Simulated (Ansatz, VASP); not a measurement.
# MgPb2N2: VASP beside Ansatz

```
Mg Pb N
1.0
     3.45826    0.00000    0.00000
    -1.72913    2.99495    0.00000
     0.00000    0.00000    9.41608
Mg Pb N
1 2 2
Direct
  0.00000 0.00000 0.00000
  0.66667 0.33333 0.28655
  0.33333 0.66667 0.71345
  0.66667 0.33333 0.86182
  0.33333 0.66667 0.13818
```

Alike in both runs: task single point; functional PBE; dispersion D3(BJ); k mesh 6 × 6 × 2; no spin polarisation.

|  | VASP | Ansatz |
| --- | --- | --- |
| version | VASP 6.6.1 | Ansatz 0.2.0 |
| potentials or method | VASP PAW PBE potentials, release 64 (Mg, Pb_d, N), cutoff 520 eV | plane waves, PAW |
| occupations | gaussian, width 0.01 eV | fixed |
| valence electrons in the cell | 40 | 48 |

|  | VASP | Ansatz | Ansatz less VASP |
| --- | --- | --- | --- |
| pressure (GPa) | -6.8 | -6.6 | +0.13 |
| traceless stress, the component that is largest in VASP (GPa) | 0.28 | 0.27 | -0.011 |

VASP's potentials hold 40 valence electrons a cell and Ansatz's 48, so a difference there can come from the potentials and not from the codes. Ansatz's warnings: stress scf threshold loose, structure snapped to symmetry.

Spin-orbit coupling is off throughout.
